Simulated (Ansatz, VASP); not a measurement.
## One calculation of BaTe, two programs

Contents of INCAR:

```
PREC     = Accurate       # precision mode
ENCUT    = 520            # plane-wave cutoff, eV
EDIFF    = 1E-6           # SCF threshold, eV
ISMEAR   = 0              # smearing method
SIGMA    = 0.01           # smearing width, eV
LREAL    = False          # projectors in reciprocal space
LASPH    = True           # aspherical terms in the spheres
NELM     = 100            # most SCF steps
ALGO     = Normal         # electronic algorithm
ISIF     = 2              # what is computed and relaxed
LWAVE    = False          # write WAVECAR
LCHARG   = True           # write CHGCAR
GGA      = PE             # functional
LELF     = True           # ELF
LVHAR    = True         
NBANDS   = 15             # bands
```

The input KPOINTS:

```
Automatic mesh
0
Gamma
  6 6 6
```

Contents of POSCAR:

```
BaTe
1.0
    0.0000000000      3.5673555406      3.5673555406
    3.5673555406      0.0000000000      3.5673555406
    3.5673555406      3.5673555406      0.0000000000
Ba Te
1 1
Direct
    0.0000000000      0.0000000000      0.0000000000
    0.5000000000      0.5000000000      0.5000000000
```

Input for Ansatz:

```yaml
crystal:
  lattice:
    - [0.0, 3.5673555406, 3.5673555406]
    - [3.5673555406, 0.0, 3.5673555406]
    - [3.5673555406, 3.5673555406, 0.0]
  atoms:
    - { symbol: Ba, position: [0.0, 0.0, 0.0] }
    - { symbol: Te, position: [0.5, 0.5, 0.5] }
kpoints:
  mp_grid: { grid: [6, 6, 6] }
hamiltonian:
  xc: pbe
scf:
  occupations: { method: fixed }
  n_extra_bands: 4
output:
  forces: true
  stress: true
  eigenvalues: true
```

Alike in both runs: task single point; functional PBE; k mesh 6 × 6 × 6; no spin polarisation.

```csv
,VASP,Ansatz
version,VASP 6.6.1,Ansatz 0.2.0
potentials or method,"VASP PAW PBE potentials, release 64 (Ba_sv, Te)","plane waves, PAW"
plane-wave cutoff (eV),520,420
occupations,"gaussian, width 0.01 eV",fixed
valence electrons in the cell,16,26
```

VASP gave:

```
gap on the k mesh at the Fermi level (eV) : 1.64
pressure (GPa)                            : -0.5
```

Q: Which values does Ansatz return?

A: gap on the k mesh at the Fermi level (eV): 1.71; pressure (GPa): -0.8.

VASP's potentials hold 16 valence electrons a cell and Ansatz's 26, so a difference there can come from the potentials and not from the codes.

Spin-orbit coupling is off throughout.
